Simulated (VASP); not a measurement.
**LuSc: single point with PBE**

Crystal: LuSc.

```
Lu Sc
1.0
     3.41927    0.00000    0.00000
    -1.70964    2.96118    0.00000
     0.00000    0.00000    5.30401
Lu Sc
1 1
Direct
  0.66667 0.33333 0.00000
  0.00000 0.00000 0.50000
```

The cell was built from a structure type or drawn by symmetry, and may not be a known phase.

| Property | Result |
| --- | --- |
| Program | VASP 6.6.1 |
| Task | single point |
| Functional | PBE |
| Potentials or basis | VASP PAW PBE potentials, release 64 (Lu, Sc_sv) |
| Cutoff | 520 eV |
| k mesh | 18 × 18 × 8 |
| Occupations | gaussian, width 0.1 eV |
| Spin | no spin polarisation |

* Pressure: 0.1 GPa
* Band gap on the k mesh: zero (bands 18 and 19 overlap by 1.51 eV)

Levels at points of the mesh, in eV from the Fermi level:
| k point | band 16 | band 17 | band 18 | band 19 | band 20 | band 21 |
| --- | --- | --- | --- | --- | --- | --- |
| (0.00, 0.00, 0.00) | -4.73 | -1.97 | 0.70 | 1.62 | 1.62 | 2.12 |
| (0.50, 0.00, 0.00) | -2.11 | -1.12 | -0.76 | -0.36 | 1.43 | 1.44 |
| (0.00, 0.00, 0.50) | -4.46 | -3.47 | 0.92 | 1.31 | 1.49 | 1.49 |
| (0.50, 0.00, 0.50) | -1.93 | -1.68 | 0.06 | 0.13 | 1.13 | 1.55 |

Run time: 18 min on 1 thread of Oxide Virtual Turin-like Processor, with other jobs on the host, peak memory 0.36 GiB.

Caveat: spin-orbit coupling is left out, which moves the levels of the heavy elements.
